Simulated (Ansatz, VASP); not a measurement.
**ZrS2 in VASP and in Ansatz**

```
CELL_PARAMETERS angstrom
3.72200 0.00000 0.00000
-1.86100 3.22335 0.00000
0.00000 0.00000 31.84163
ATOMIC_POSITIONS crystal
S 0.66667 0.33333 0.45776
S 0.33333 0.66667 0.54224
Zr 0.00000 0.00000 0.50000
```

Alike in both runs: task single point; functional PBE; dispersion D3(BJ); k mesh 9 × 9 × 1; occupations gaussian, width 0.02 eV; no spin polarisation.

|  | VASP | Ansatz |
| --- | --- | --- |
| version | VASP 6.6.1 | Ansatz 0.2.0 |
| potentials or method | VASP PAW PBE potentials, release 64 (S, Zr_sv), cutoff 400 eV | scalar-relativistic, plane waves, PAW |
| valence electrons in the cell | 24 | 24 |

```tsv
	VASP	Ansatz	Ansatz less VASP
gap on the k mesh at the Fermi level (eV)	1.58	1.58	+0.004
least direct gap on the mesh (eV)	1.72	1.72	-0.004
rms of the force components (eV/Å)	0.413	0.409	-0.0046
```
